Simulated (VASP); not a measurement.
Crystal: Y.

```
Y
1.0
    -1.66298    1.66298    6.05630
     1.66298   -1.66298    6.05630
     1.66298    1.66298   -6.05630
Y
2
Direct
  0.00000 0.00000 0.00000
  0.75000 0.25000 0.50000
```

* Program: VASP 6.6.1
* Task: relaxation of cell and atoms
* Functional: PBE
* Potentials or basis: VASP PAW PBE potentials, release 64 (Y_sv)
* Cutoff: 600 eV
* k mesh: 8 × 8 × 8
* Occupations: gaussian, width 0.1 eV
* Spin: no spin polarisation

At the start: pressure -0.1 GPa; volume 33.50 Å³/atom.

Question: Where does the relaxation end?

Answer: Over 3 steps the energy falls by 3.0 meV/atom and the volume is 33.37 Å³/atom (-0.4 %); space group I4_1/amd (No. 141, to 0.05 Å).

The path:
```
step  energy change (eV)  largest force (eV/Å)  pressure (GPa)  volume (Å³)
   1              0.0000                0.0000           -0.08        66.99
   2             -0.0054                0.0000            0.05        66.82
   3             -0.0060                0.0000            0.14        66.73
```

Final structure:
```
Y
1.0
    -1.67450    1.67450    5.94978
     1.67450   -1.67450    5.94978
     1.67450    1.67450   -5.94978
Y
2
Direct
  0.00000 0.00000 0.00000
  0.75000 0.25000 0.50000
```
